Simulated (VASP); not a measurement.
# SrO in VASP: a series of runs, part 2 of 4

VASP 6.6.1. Earlier steps stand in the parts before.

**3. Electric field gradients, PBE (equal xy, yz and zx shear strains of +1 %)**

Contents of INCAR:

```
SYSTEM = SrO
PREC = Accurate
ENCUT = 520
EDIFF = 1E-8
ISMEAR = -1
SIGMA = 0.02
LREAL = .False.
LASPH = .True.
NELM = 100
ALGO = Normal
ISIF = 2
LWAVE = .False.
LCHARG = .False.
GGA = PE
LEFG = .True.
NBANDS = 15
```

Contents of KPOINTS:

```
Automatic mesh
0
Gamma
  8 8 8
  0 0 0
```

Contents of POSCAR:

```
SrO
1.0
    0.0256980000      2.5826490000      2.5826490000
    2.5826490000      0.0256980000      2.5826490000
    2.5826490000      2.5826490000      0.0256980000
Sr O
1 1
Direct
    0.0000000000      0.0000000000      0.0000000000
    0.5000000000      0.5000000000      0.5000000000
```

Potentials or basis: VASP PAW PBE potentials, release 64 (Sr_sv, O).

Command:

```console
> cat potpaw_PBE.64/Sr_sv/POTCAR potpaw_PBE.64/O/POTCAR > POTCAR
> mpirun -np 1 vasp_std > vasp.out
```

OUTCAR:

```text
SYSTEM = SrO
   PREC = Accurate
   ENCUT = 520
   EDIFF = 1E-8
   ISMEAR = -1
   LREAL = .False.
   LASPH = .True.
   NELM = 100
   ISIF = 2
   GGA = PE

 ion  position               nearest neighbor table
   1  0.000  0.000  0.000-   2 2.57   2 2.57   2 2.57   2 2.57   2 2.57   2 2.57
   2  0.500  0.500  0.500-   1 2.57   1 2.57   1 2.57   1 2.57   1 2.57   1 2.57

  LATTYP: Found a trigonal (rhomboedric) cell.
 ALAT       =     3.6525076457
 COS(alpha) =     0.5099250056

  Lattice vectors:

 A1 = (   0.0256980000,   2.5826490000,   2.5826490000)
 A2 = (   2.5826490000,   0.0256980000,   2.5826490000)
 A3 = (   2.5826490000,   2.5826490000,   0.0256980000)

Analysis of symmetry for initial positions (statically):
=====================================================================
 Subroutine PRICEL returns:
 Original cell was already a primitive cell.

 Routine SETGRP: Setting up the symmetry group for a
 trigonal (rhombohedral) supercell.

 Subroutine GETGRP returns: Found 12 space group operations
 (whereof 12 operations were pure point group operations)
 out of a pool of 12 trial point group operations.

The static configuration has the point symmetry D_3d.

Analysis of symmetry for dynamics (positions and initial velocities):
=====================================================================
 Subroutine PRICEL returns:
 Original cell was already a primitive cell.

 Routine SETGRP: Setting up the symmetry group for a
 trigonal (rhombohedral) supercell.

 Subroutine GETGRP returns: Found 12 space group operations
 (whereof 12 operations were pure point group operations)
 out of a pool of 12 trial point group operations.

The dynamic configuration has the point symmetry D_3d.

 Subroutine INISYM returns: Found 12 space group operations
 (whereof 12 operations are pure point group operations),
 and found     1 'primitive' translations

----------------------------------------------------------------------------------------

                                     Primitive cell

  volume of cell :      33.9387

  direct lattice vectors                    reciprocal lattice vectors
     0.025698000  2.582649000  2.582649000    -0.196513444  0.194577351  0.194577351
     2.582649000  0.025698000  2.582649000     0.194577351 -0.196513444  0.194577351
     2.582649000  2.582649000  0.025698000     0.194577351  0.194577351 -0.196513444

  length of vectors
     3.652507646  3.652507646  3.652507646     0.338139357  0.338139357  0.338139357

  position of ions in fractional coordinates (direct lattice)
     0.000000000  0.000000000  0.000000000
     0.500000000  0.500000000  0.500000000

  ion indices of the primitive-cell ions
   primitive index   ion index
                 1           1
                 2           2

----------------------------------------------------------------------------------------

 KPOINTS: Automatic mesh

Automatic generation of k-mesh.
 Grid dimensions read from file:
 generate k-points for:    8    8    8

 Generating k-lattice:

[... 75 lines left out ...]
   EFERMI =   0.00;   METHOD = LEGACY
   ISMEAR =    -1;   SIGMA  =   0.02  broadening in eV -4-tet -1-fermi 0-gaus
   EFERMI_NEDOS =   21; number of points for ismear=-14 and -15
   IALGO  =     38    algorithm
   IMIX   =      4    mixing-type and parameters
     AMIX     =   0.40;   BMIX     =  1.00
     AMIX_MAG =   1.60;   BMIX_MAG =  1.00
  volume/ion in A,a.u.               =      16.97       114.51
  Fermi-wavevector in a.u.,A,eV,Ry     =   1.274138  2.407771 22.088059  1.623427
  Thomas-Fermi vector in A             =   2.406922
   LORBIT       =      0    0 simple, 1 ext, 2 COOP (PROOUT), +10 PAW based schemes
   GGA     = PE    functional components
   LHFCALC =     F    Hartree Fock is set to
   AEXX    =    0.0000 exact exchange contribution
   IVDW    =     0    specifies the selected vdW correction
   LEPSILON=     F    determine dielectric tensor
   LRPA    =     F    only Hartree local field effects (RPA)
 non-spin polarized calculation
  energy-cutoff  :      520.00
  volume of cell :       33.94
 maximum number of plane-waves:       934
   NGX = 13   NGY = 13   NGZ = 13

 number of electron      15.9999997 magnetization

 Free energy of the ion-electron system (eV)
  ---------------------------------------------------
  ext. energy  EPLUGINS =         0.00000000
  ---------------------------------------------------
  free energy    TOTEN  =       -12.03852759 eV

  energy without entropy =      -12.03852759  energy(sigma->0) =      -12.03852759

 E-fermi :   2.0798     XC(G=0): -10.0335

 val. band max:        1.6825442057   @ k =   0.0000   0.0000   0.0000
 cond. band min:       4.9338897262   @ k =   0.5000   0.5000   0.0000
 fundamental gap:      3.2513455206
 Fermi energy:         2.0798388297

 k-point     1 :       0.0000    0.0000    0.0000
  band No.  band energies     occupation
      1     -30.7150      2.00000
      2     -13.4211      2.00000
      3     -12.3565      2.00000
      4     -12.3482      2.00000
      5     -12.3482      2.00000
      6       1.6498      2.00000
      7       1.6825      2.00000
      8       1.6825      2.00000
      9       5.6621      0.00000
     10       7.7649      0.00000
     11       7.9437      0.00000
     12       7.9437      0.00000
     13      10.0573      0.00000
     14      10.0573      0.00000
[... 401 lines left out ...]
      2     -14.5128      2.00000
      3     -12.5625      2.00000
      4     -12.3863      2.00000
      5     -11.4487      2.00000
      6       0.0914      2.00000
      7       0.7722      2.00000
      8       1.1816      2.00000
      9       7.6082      0.00000
     10       8.3293      0.00000
     11       9.2897      0.00000
     12       9.9732      0.00000
     13      11.9930      0.00000
     14      12.3174      0.00000
     15      17.7709      0.00000

 [... further k-points ...]
[... 5 lines left out ...]
  --------------------------------------------------------------------------------------
  -------------------------------------------------------------------------------------
  Total        0.7427296      0.7427296      0.7427296     -0.1175744     -0.1175744     -0.1175744
  in kB       35.0627387     35.0627387     35.0627387     -5.5504459     -5.5504459     -5.5504459
  external PRESSURE =      35.0627387 kB  Pullay stress =       0.0000000 kB

 VOLUME and BASIS-vectors are now :
 -----------------------------------------------------------------------------
  energy-cutoff  :      520.00
  volume of cell :       33.94
      direct lattice vectors                 reciprocal lattice vectors
     0.025698000  2.582649000  2.582649000    -0.196513444  0.194577351  0.194577351
     2.582649000  0.025698000  2.582649000     0.194577351 -0.196513444  0.194577351
     2.582649000  2.582649000  0.025698000     0.194577351  0.194577351 -0.196513444

 POSITION                                       TOTAL-FORCE (eV/Angst)
 -----------------------------------------------------------------------------------
      0.00000      0.00000      0.00000         0.000000     -0.000000     -0.000000
      2.59550      2.59550      2.59550        -0.000000      0.000000      0.000000
 -----------------------------------------------------------------------------------
    total drift:                                0.000000      0.000000      0.000000

  FREE ENERGIE OF THE ION-ELECTRON SYSTEM (eV)
  ---------------------------------------------------
  free  energy   TOTEN  =       -12.0385275903 eV

  energy  without entropy=      -12.0385275903  energy(sigma->0) =      -12.03852759

 Electric field gradients (V/A^2)
---------------------------------------------------------------------
 ion       V_xx      V_yy      V_zz      V_xy      V_xz      V_yz
---------------------------------------------------------------------
   1       0.000    -0.000    -0.000    -3.822    -3.822    -3.822
   2       0.000     0.000     0.000     0.522     0.522     0.522
---------------------------------------------------------------------

 Electric field gradients after diagonalization (V/A^2)
 (convention: |V_zz| > |V_xx| > |V_yy|)
----------------------------------------------------------------------
 ion       V_xx      V_yy      V_zz     asymmetry (V_yy - V_xx)/ V_zz
----------------------------------------------------------------------
   1       3.822     3.822    -7.645       0.000
   2      -0.522    -0.522     1.044       0.000
----------------------------------------------------------------------

           NMR quadrupolar parameters

 Cq : quadrupolar parameter    Cq=e*Q*V_zz/h
 eta: asymmetry parameters     (V_yy - V_xx)/ V_zz
 Q  : nuclear electric quadrupole moment in mb (millibarn)
----------------------------------------------------------------------
 ion       Cq(MHz)       eta       Q (mb)
----------------------------------------------------------------------
   1      -0.018       0.000       1.000
   2       0.003       0.000       1.000
----------------------------------------------------------------------
```

stdout:

```text
POSCAR found type information on POSCAR SrO
 POSCAR found :  2 types and       2 ions
 scaLAPACK will be used
 LDA part: xc-table for (Slater+PW92), standard interpolation
 POSCAR, INCAR and KPOINTS ok, starting setup
 FFT: planning ... GRIDC
 FFT: planning ... GRID_SOFT
 FFT: planning ... GRID
 WAVECAR not read
 entering main loop
ion   1

ion   2
```

Run time: 21 s. Hardware: 1 thread of Intel Xeon 6975P-C (Granite Rapids), shared host; peak memory 0.17 GiB.

What came out:

```
Free energy            : -12.0385 eV
Pressure               : 3.5 GPa
Band gap on the k mesh : 3.25 eV, indirect (least direct gap 3.34 eV)
```

Electric field gradients, principal values (V/Å²):
| atom | least | middle | greatest (by size) |
| --- | --- | --- | --- |
| 1 Sr | 3.822 | 3.822 | -7.645 |
| 2 O | -0.522 | -0.522 | 1.044 |

Caveat: the cell differs from its parent crystal (equal xy, yz and zx shear strains of +1 %); without QUAD_EFG the Cq values of the log hold for a quadrupole moment of 1 mb, not for the nuclei. A k mesh can miss the band edges.

[end of part 2 of 4]
